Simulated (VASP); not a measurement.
A run of VASP 6.6.1:

File INCAR:

```
SYSTEM = Si6H2F
PREC = Accurate
ENCUT = 520
EDIFF = 1E-6
ISMEAR = 0
SIGMA = 0.05
LREAL = Auto
LASPH = .TRUE.
NELM = 100
ALGO = Normal
ISIF = 2
LWAVE = .FALSE.
LCHARG = .FALSE.
LDIPOL = .TRUE.
IDIPOL = 3
DIPOL = 0.5 0.5 0.469
GGA = PE
IVDW = 12
NBANDS = 90
```

KPOINTS

```
Automatic mesh
0
G
  2 2 1
  0 0 0
```

The input POSCAR:

```
Si6H2F
1.0
    7.6671877214      0.0000000000      0.0000000000
    0.0000000000      7.6671877214      0.0000000000
    0.0000000000      0.0000000000     25.1122849256
Si H F
24 8 4
Direct
    0.5000000000      0.2500000000      0.3516758596
    0.5000000000      0.7500000000      0.3516758596
    0.0000000000      0.2500000000      0.3516758596
    0.0000000000      0.7500000000      0.3516758596
    0.5000000000      0.5000000000      0.4056486507
    0.5000000000      0.0000000000      0.4056486507
    0.0000000000      0.5000000000      0.4056486507
    0.0000000000      0.0000000000      0.4056486507
    0.7500000000      0.5000000000      0.4596214417
    0.7500000000      0.0000000000      0.4596214417
    0.2500000000      0.5000000000      0.4596214417
    0.2500000000      0.0000000000      0.4596214417
    0.7500000000      0.7500000000      0.5114249248
    0.7500000000      0.2500000000      0.5114249248
    0.2500000000      0.7500000000      0.5155316208
    0.2500000000      0.2500000000      0.5155316208
   -0.0064760259      0.7500000000      0.5679537656
   -0.0064760259      0.2500000000      0.5679537656
    0.5064760259      0.7500000000      0.5679537656
    0.5064760259      0.2500000000      0.5679537656
    0.9089712363      0.0000000000      0.6155551916
    0.9089712363      0.5000000000      0.6155551916
    0.5910287637      0.0000000000      0.6155551916
    0.5910287637      0.5000000000      0.6155551916
    0.3512804984      0.2500000000      0.3143809911
    0.3512804984      0.7500000000      0.3143809911
    0.8499716513      0.2500000000      0.3149300299
    0.8499716513      0.7500000000      0.3149300299
    0.6500283487      0.2500000000      0.3149300299
    0.6500283487      0.7500000000      0.3149300299
    0.1487195016      0.2500000000      0.3143809911
    0.1487195016      0.7500000000      0.3143809911
    0.9796509233      0.0000000000      0.6763220487
    0.9796509233      0.5000000000      0.6763220487
    0.5203490767      0.0000000000      0.6763220487
    0.5203490767      0.5000000000      0.6763220487
```

Potentials or basis: VASP PAW PBE potentials, release 64 (Si, H, F).

Command:

```sh
$ cat potpaw_PBE.64/Si/POTCAR potpaw_PBE.64/H/POTCAR potpaw_PBE.64/F/POTCAR > POTCAR
$ mpirun -np 1 vasp_std > vasp.out
```

Hardware: 1 thread of Intel(R) Xeon(R) Platinum 8375C CPU @ 2.90GHz (Ice Lake), on a shared host.

Problem. Estimate the wall time of this run.

Solution. Run time: 24 min on 1 thread of Intel(R) Xeon(R) Platinum 8375C CPU @ 2.90GHz (Ice Lake) (shared host), peak memory 1.4 GiB. Counts: scf iterations 28, k points 4.
